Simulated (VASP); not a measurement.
# Au (Fm-3m) in VASP: notebook

The runs below take Au through single point, relaxation of cell and atoms, with PBEsol.

Everything below comes from runs of VASP 6.6.1. Logs are shortened: lines on timing, memory, paths and dates and some standing lists are left out, and cuts for length are marked.

## Step 1: The cell of the first run

It takes space group Fm-3m (No. 225, cubic). The conventional cell has a = 4.084 Å, b = 4.084 Å, c = 4.084 Å, α = 90.00°, β = 90.00°, γ = 90.00°. Within 3.8 Å of Au (site symmetry m-3m) lie 12 Au at 2.89 Å.

## Step 2: Single point, PBEsol

The input, INCAR:

```
SYSTEM = Au
ALGO = Normal ; EDIFF = 1E-6
ENCUT = 520 ; GGA = PS
ISIF = 2 ; ISMEAR = 0
LASPH = .True. ; LCHARG = .True.
LELF = .True. ; LREAL = .False.
LVHAR = .True. ; LWAVE = .False.
NBANDS = 12 ; NELM = 60
PREC = Accurate ; SIGMA = 0.1
```

The input, KPOINTS:

```
k-points
0
Gamma
  18 18 18
  0 0 0
```

The input, POSCAR:

```
Au
1.0
    0.0000000000      2.0419240664      2.0419240664
    2.0419240664      0.0000000000      2.0419240664
    2.0419240664      2.0419240664      0.0000000000
Au
1
Direct
    0.0000000000      0.0000000000      0.0000000000
```

Potentials or basis: VASP PAW PBE potentials, release 64 (Au).

Run with:

```sh
$ cat potpaw_PBE.64/Au/POTCAR > POTCAR
$ mpirun -np 1 vasp_std > vasp.out
```

OUTCAR:

```text
SYSTEM = Au
   EDIFF = 1E-6
   ENCUT = 520
   GGA = PS
   ISIF = 2
   ISMEAR = 0
   LASPH = .True.
   LREAL = .False.
   NELM = 60
   PREC = Accurate

 ion  position               nearest neighbor table
   1  0.000  0.000  0.000-

  LATTYP: Found a face centered cubic cell.
 ALAT       =     4.0838481328

  Lattice vectors:

 A1 = (   0.0000000000,   2.0419240664,   2.0419240664)
 A2 = (   2.0419240664,   0.0000000000,   2.0419240664)
 A3 = (   2.0419240664,   2.0419240664,   0.0000000000)

Analysis of symmetry for initial positions (statically):
=====================================================================
 Subroutine PRICEL returns:
 Original cell was already a primitive cell.

 Routine SETGRP: Setting up the symmetry group for a
 face centered cubic supercell.

 Subroutine GETGRP returns: Found 48 space group operations
 (whereof 48 operations were pure point group operations)
 out of a pool of 48 trial point group operations.

The static configuration has the point symmetry O_h .

Analysis of symmetry for dynamics (positions and initial velocities):
=====================================================================
 Subroutine PRICEL returns:
 Original cell was already a primitive cell.

 Routine SETGRP: Setting up the symmetry group for a
 face centered cubic supercell.

 Subroutine GETGRP returns: Found 48 space group operations
 (whereof 48 operations were pure point group operations)
 out of a pool of 48 trial point group operations.

The dynamic configuration has the point symmetry O_h .

 Subroutine INISYM returns: Found 48 space group operations
 (whereof 48 operations are pure point group operations),
 and found     1 'primitive' translations

----------------------------------------------------------------------------------------

                                     Primitive cell

  volume of cell :      17.0274

  direct lattice vectors                    reciprocal lattice vectors
     0.000000000  2.041924066  2.041924066    -0.244867088  0.244867088  0.244867088
     2.041924066  0.000000000  2.041924066     0.244867088 -0.244867088  0.244867088
     2.041924066  2.041924066  0.000000000     0.244867088  0.244867088 -0.244867088

  length of vectors
     2.887716708  2.887716708  2.887716708     0.424122237  0.424122237  0.424122237

  position of ions in fractional coordinates (direct lattice)
     0.000000000  0.000000000  0.000000000

  ion indices of the primitive-cell ions
   primitive index   ion index
                 1           1

----------------------------------------------------------------------------------------

 KPOINTS: k-points

Automatic generation of k-mesh.
 Grid dimensions read from file:
 generate k-points for:   18   18   18

 Generating k-lattice:

  Cartesian coordinates                     Fractional coordinates (reciprocal lattice)
    -0.013603727  0.013603727  0.013603727     0.055555556  0.000000000  0.000000000
     0.013603727 -0.013603727  0.013603727     0.000000000  0.055555556  0.000000000
     0.013603727  0.013603727 -0.013603727     0.000000000  0.000000000  0.055555556

  Length of vectors
     0.023562347  0.023562347  0.023562347

  Shift w.r.t. Gamma in fractional coordinates (k-lattice)
     0.000000000  0.000000000  0.000000000

 Subroutine IBZKPT returns following result:
 ===========================================

 Found    195 irreducible k-points:

 Following reciprocal coordinates:
            Coordinates               Weight
  0.000000  0.000000  0.000000      1.000000
  0.055556  0.000000  0.000000      8.000000
  0.111111  0.000000  0.000000      8.000000
  0.166667  0.000000  0.000000      8.000000
  0.222222  0.000000  0.000000      8.000000
  0.277778  0.000000  0.000000      8.000000
[... 16 lines left out ...]
 -0.277778  0.055556  0.000000     24.000000
 -0.222222  0.055556  0.000000     24.000000
 [... further k-points ...]
   k-points           NKPTS =    195   k-points in BZ     NKDIM =    195   number of bands    NBANDS=     12
   number of dos      NEDOS =    301   number of ions     NIONS =      1
   total plane-waves  NPLWV =  13824
   dimension x,y,z NGX =    24 NGY =   24 NGZ =   24
   dimension x,y,z NGXF=    48 NGYF=   48 NGZF=   48
   ions per type =               1
   NGX,Y,Z   is equivalent  to a cutoff of  13.82, 13.82, 13.82 a.u.
   NGXF,Y,Z  is equivalent  to a cutoff of  27.63, 27.63, 27.63 a.u.
 SYSTEM =  Au
   PREC   = accura    normal or accurate (medium, high low for compatibility)
   ISTART =      0    job   : 0-new  1-cont  2-samecut
   ICHARG =      2    charge: 1-file 2-atom 10-const
   ISPIN  =      1    spin polarized calculation?
   LNONCOLLINEAR =      F non collinear calculations
   LSORBIT =      F    spin-orbit coupling
   LASPH  =      T    aspherical Exc in radial PAW
   ENCUT  =  520.0 eV  38.22 Ry    6.18 a.u.   5.37  5.37  5.37*2*pi/ulx,y,z
   NELM   =     60;   NELMIN=  2; NELMDL= -5     # of ELM steps
   EDIFF  = 0.1E-05   stopping-criterion for ELM
   LREAL  =      F    real-space projection
   EDIFFG = 0.1E-04   stopping-criterion for IOM
   NSW    =      0    number of steps for IOM
   IBRION =     -1    ionic relax: 0-MD 1-quasi-New 2-CG
   NFREE  =      0    steps in history (QN), initial steepest desc. (CG)
   ISIF   =      2    stress and relaxation
   ISYM   =      2    0-nonsym 1-usesym 2-fastsym
   POTIM  = 0.5000    time-step for ionic-motion
   TEBEG  =    0.0;   TEEND  =   0.0 temperature during run
   PSTRESS=    0.0 pullay stress
   NELECT =      11.0000    total number of electrons
   NUPDOWN=      -1.0000    fix difference up-down
   EMIN   =  10.00;   EMAX   =-10.00  energy-range for DOS
   EFERMI =   0.00;   METHOD = LEGACY
   ISMEAR =     0;   SIGMA  =   0.10  broadening in eV -4-tet -1-fermi 0-gaus
   EFERMI_NEDOS =   21; number of points for ismear=-14 and -15
   IALGO  =     38    algorithm
   IMIX   =      4    mixing-type and parameters
     AMIX     =   0.40;   BMIX     =  1.00
     AMIX_MAG =   1.60;   BMIX_MAG =  1.00
  volume/ion in A,a.u.               =      17.03       114.91
  Fermi-wavevector in a.u.,A,eV,Ry     =   1.415216  2.674371 27.250252  2.002837
  Thomas-Fermi vector in A             =   2.536678
   LORBIT       =      0    0 simple, 1 ext, 2 COOP (PROOUT), +10 PAW based schemes
   GGA     = PS    functional components
   LHFCALC =     F    Hartree Fock is set to
   AEXX    =    0.0000 exact exchange contribution
   IVDW    =     0    specifies the selected vdW correction
   LEPSILON=     F    determine dielectric tensor
   LRPA    =     F    only Hartree local field effects (RPA)
 non-spin polarized calculation
 Gauss-broadening in eV      SIGMA  =   0.10
  energy-cutoff  :      520.00
  volume of cell :       17.03
 maximum number of plane-waves:       473
 NGX is ok and might be reduce to    24
   NGX = 11   NGY = 11   NGZ = 11

 number of electron      11.0000000 magnetization

 Free energy of the ion-electron system (eV)
  ---------------------------------------------------
  ext. energy  EPLUGINS =         0.00000000
  ---------------------------------------------------
  free energy    TOTEN  =        -3.92508280 eV

  energy without entropy =       -3.92366162  energy(sigma->0) =       -3.92437221

 E-fermi :   9.2621     XC(G=0): -12.8894

 val. band max:        9.2598915755   @ k =   0.5000   0.1667   0.0556
 cond. band min:       9.2668766036   @ k =   0.5000   0.2778   0.1111
 fundamental gap:      0.0069850281
 Fermi energy:         9.2620572021

 k-point     1 :       0.0000    0.0000    0.0000
  band No.  band energies     occupation
      1      -0.6374      2.00000
      2       4.6103      2.00000
      3       4.6103      2.00000
      4       4.6103      2.00000
      5       6.1428      2.00000
      6       6.1428      2.00000
      7      23.7910      0.00000
      8      27.7903      0.00000
      9      27.7903      0.00000
     10      27.7903      0.00000
     11      32.6592      0.00000
     12      37.3326      0.00000

 k-point     2 :       0.0556    0.0000    0.0000
  band No.  band energies     occupation
      1      -0.5294      2.00000
      2       4.5741      2.00000
      3       4.6480      2.00000
      4       4.6480      2.00000
      5       6.1253      2.00000
      6       6.1253      2.00000
      7      23.9204      0.00000
      8      27.0726      0.00000
      9      27.9196      0.00000
     10      27.9196      0.00000
     11      33.2766      0.00000
     12      35.9869      0.00000

 k-point     3 :       0.1111    0.0000    0.0000
  band No.  band energies     occupation
      1      -0.2137      2.00000
      2       4.4821      2.00000
      3       4.7463      2.00000
      4       4.7463      2.00000
      5       6.0897      2.00000
      6       6.0897      2.00000
      7      24.2141      0.00000
      8      25.5926      0.00000
      9      28.2850      0.00000
     10      28.2850      0.00000
     11      33.0544      0.00000
     12      35.3522      0.00000
[... 286 lines left out ...]
 k-point    23 :      -0.2778    0.0556    0.0000
  band No.  band energies     occupation
      1       1.6707      2.00000
      2       4.6354      2.00000
      3       4.8641      2.00000
      4       4.8823      2.00000
      5       6.3284      2.00000
      6       6.8613      2.00000
      7      18.6553      0.00000
      8      24.4857      0.00000
      9      27.2019      0.00000
     10      29.8243      0.00000
     11      30.8603      0.00000
     12      32.3553      0.00000

 k-point    24 :      -0.2222    0.0556    0.0000
  band No.  band energies     occupation
      1       1.1664      2.00000
      2       4.3326      2.00000
      3       4.9170      2.00000
      4       4.9561      2.00000
      5       6.0447      2.00000
      6       6.5293      2.00000
      7      20.8449      0.00000
      8      24.8783      0.00000
      9      27.8084      0.00000
     10      30.0813      0.00000
     11      30.6885      0.00000
     12      32.1292      0.00000

 [... further k-points ...]
[... 5 lines left out ...]
  --------------------------------------------------------------------------------------
  -------------------------------------------------------------------------------------
  Total       -0.0331985     -0.0331985     -0.0331985     -0.0000000     -0.0000000      0.0000000
  in kB       -3.1237812     -3.1237812     -3.1237812     -0.0000000     -0.0000000      0.0000000
  external PRESSURE =      -3.1237812 kB  Pullay stress =       0.0000000 kB

 VOLUME and BASIS-vectors are now :
 -----------------------------------------------------------------------------
  energy-cutoff  :      520.00
  volume of cell :       17.03
      direct lattice vectors                 reciprocal lattice vectors
     0.000000000  2.041924066  2.041924066    -0.244867088  0.244867088  0.244867088
     2.041924066  0.000000000  2.041924066     0.244867088 -0.244867088  0.244867088
     2.041924066  2.041924066  0.000000000     0.244867088  0.244867088 -0.244867088

 POSITION                                       TOTAL-FORCE (eV/Angst)
 -----------------------------------------------------------------------------------
      0.00000      0.00000      0.00000        -0.000000      0.000000     -0.000000
 -----------------------------------------------------------------------------------
    total drift:                               -0.000000      0.000000     -0.000000

  FREE ENERGIE OF THE ION-ELECTRON SYSTEM (eV)
  ---------------------------------------------------
  free  energy   TOTEN  =        -3.9250828036 eV

  energy  without entropy=       -3.9236616169  energy(sigma->0) =       -3.92437221
```

Run time: 18 s. Hardware: 1 thread of Intel Xeon Platinum 8375C at 2.90GHz (Ice Lake), shared host; peak memory 0.17 GiB.

Results:

```
Free energy : -3.9251 eV
Pressure    : -0.3 GPa
```

Levels at points of the mesh, in eV from the Fermi level:
```
           k point  band 3  band 4  band 5  band 6  band 7  band 8  band 9  band 10
(0.00, 0.00, 0.00)   -4.65   -4.65   -3.12   -3.12   14.53   18.53   18.53    18.53
(0.50, 0.00, 0.00)   -4.69   -1.91   -1.91   -1.00    3.09   13.97   17.13    17.13
(0.50, 0.50, 0.00)   -1.96   -1.59   -1.59    0.98    5.78    9.99    9.99    17.20
```

Caveat: the PAW data sets were made with another functional, which shifts forces and pressure a little; spin-orbit coupling is left out, which moves the levels of the heavy elements.

## Step 3: Relaxation of cell and atoms, PBEsol

This run uses another cell than the first one, of 17.11 Å³/atom, 1.005 times its volume.

The input, INCAR:

```
SYSTEM = Au
ALGO     = Normal         ! electronic algorithm
EDIFF    = 1E-6           ! SCF threshold, eV
EDIFFG   = -0.01          ! ionic threshold
ENCUT    = 600            ! plane-wave cutoff, eV
GGA      = PS             ! functional
IBRION   = 2              ! ionic algorithm
ISIF     = 3              ! what is computed and relaxed
ISMEAR   = 0              ! smearing method
LASPH    = .TRUE.         ! aspherical terms in the spheres
LCHARG   = .FALSE.        ! write CHGCAR
LREAL    = .FALSE.        ! projectors in reciprocal space
LWAVE    = .FALSE.        ! write WAVECAR
NELM     = 80             ! most SCF steps
NSW      = 80             ! ionic steps
PREC     = Accurate       ! precision mode
SIGMA    = 0.1            ! smearing width, eV
```

The input, KPOINTS:

```
k-points
0
G
  18 18 18
  0 0 0
```

The input, POSCAR:

```
Au
1.0
    0.0000000000      2.0452500010      2.0452500010
    2.0452500010      0.0000000000      2.0452500010
    2.0452500010      2.0452500010      0.0000000000
Au
1
Direct
    0.0000000000      0.0000000000      0.0000000000
```

Potentials or basis: VASP PAW PBE potentials, release 64 (Au).

Run with:

```sh
$ cat potpaw_PBE.64/Au/POTCAR > POTCAR
$ mpirun -np 1 vasp_std > vasp.out
```

Run time: 27 s. Hardware: 1 thread of Intel Xeon Platinum 8375C at 2.90GHz (Ice Lake), shared host; peak memory 0.17 GiB.

The run converged. Its results:

```yaml
Free_energy: -3.9250 eV
Relaxed_volume: 17.01 Å³/atom
Relaxed_cell: a = 2.887 Å, b = 2.887 Å, c = 2.887 Å, α = 60.00°, β = 60.00°, γ = 60.00°
Space_group_after_relaxing_to_0.05_Å: Fm-3m (No. 225)
Energy_gained_by_relaxing: 0.3 meV/atom
Ionic_steps: 3
Pressure_after_relaxing: 0.0 GPa
```

The path:
```
step  energy change (eV)  largest force (eV/Å)  pressure (GPa)  volume (Å³)
   1              0.0000                0.0000           -1.05        17.11
   2              0.0006                0.0000            1.85        16.83
   3             -0.0003                0.0000            0.02        17.01
```

Final structure:
```
Au
1.0
     0.00000    2.04108    2.04108
     2.04108    0.00000    2.04108
     2.04108    2.04108    0.00000
Au
1
Direct
  0.00000 0.00000 0.00000
```

Levels at points of the mesh, in eV from the Fermi level:
| k point | band 4 | band 5 | band 6 | band 7 | band 8 | band 9 |
| --- | --- | --- | --- | --- | --- | --- |
| (0.00, 0.00, 0.00) | -4.66 | -3.12 | -3.12 | 14.53 | 18.53 | 18.53 |
| (0.50, 0.00, 0.00) | -1.92 | -1.92 | -1.01 | 3.10 | 13.97 | 17.14 |
| (0.50, 0.50, 0.00) | -1.59 | -1.59 | 0.98 | 5.79 | 9.99 | 9.99 |

Caveat: the PAW data sets were made with another functional, which shifts forces and pressure a little; spin-orbit coupling is left out, which moves the levels of the heavy elements.

## Step 4: Single point, PBEsol

This run uses another cell than the first one, of 15.04 Å³/atom, 0.883 times its volume.

The input, INCAR:

```
PREC = Accurate
ENCUT = 500
EDIFF = 1E-6
ISMEAR = 0
SIGMA = 0.1
LREAL = F
LASPH = T
NELM = 120
ALGO = Normal
ISIF = 2
LWAVE = F
LCHARG = F
GGA = PS
NBANDS = 12
GGA_COMPAT = F
```

The input, KPOINTS:

```
Automatic mesh
0
Gamma
  8 8 8
```

The input, POSCAR:

```
Au
1.0
    0.0000000000      1.9590303453      1.9590303453
    1.9590303453      0.0000000000      1.9590303453
    1.9590303453      1.9590303453      0.0000000000
Au
1
Direct
    0.0000000000      0.0000000000      0.0000000000
```

Run with:

```sh
$ cat potpaw_PBE.64/Au/POTCAR > POTCAR
$ mpirun -np 1 vasp_std > vasp.out
```

Wall time 18 s (1 thread of Intel Xeon 8259CL, shared host); peak memory 0.12 GiB.

Results (log left out):

| Property | Result |
| --- | --- |
| Free energy | -3.7067 eV |
| Pressure | 32.0 GPa |

Levels at points of the mesh, in eV from the Fermi level:
```
           k point  band 3  band 4  band 5  band 6  band 7  band 8  band 9  band 10
(0.00, 0.00, 0.00)   -5.48   -5.48   -3.58   -3.58   14.17   18.89   18.89    18.89
(0.50, 0.00, 0.00)   -5.54   -2.08   -2.08   -1.71    3.73   13.64   17.93    17.93
(0.50, 0.50, 0.00)   -2.12   -1.67   -1.67    0.52    6.78   10.23   10.23    18.52
```

Caveat: the PAW data sets were made with another functional, which shifts forces and pressure a little; spin-orbit coupling is left out, which moves the levels of the heavy elements.

## Step 5: Overview

| task | cell | k mesh | cutoff (eV) | gap on the mesh (eV) | pressure (GPa) |
| --- | --- | --- | --- | --- | --- |
| single point | a = 2.888 Å, angles 60.0°, 1 atom | 18 × 18 × 18 | 520 | none | -0.3 |
| relaxation of cell and atoms | relaxed from a = 2.892 Å, angles 60.0°, 1 atom | 18 × 18 × 18 | 600 | none | 0.0 |
| single point | a = 2.770 Å, angles 60.0°, 1 atom | 8 × 8 × 8 | 500 | none | 32.0 |

Alike in all rows: level PBEsol; potentials or basis VASP PAW PBE potentials, release 64 (Au); no spin polarisation; smearing gaussian 0.1 eV.

Caveats: the PAW data sets were made with another functional, which shifts forces and pressure a little; spin-orbit coupling is left out, which moves the levels of the heavy elements.

Total energies depend on the potentials used, so only differences within one code and one set of settings carry meaning.
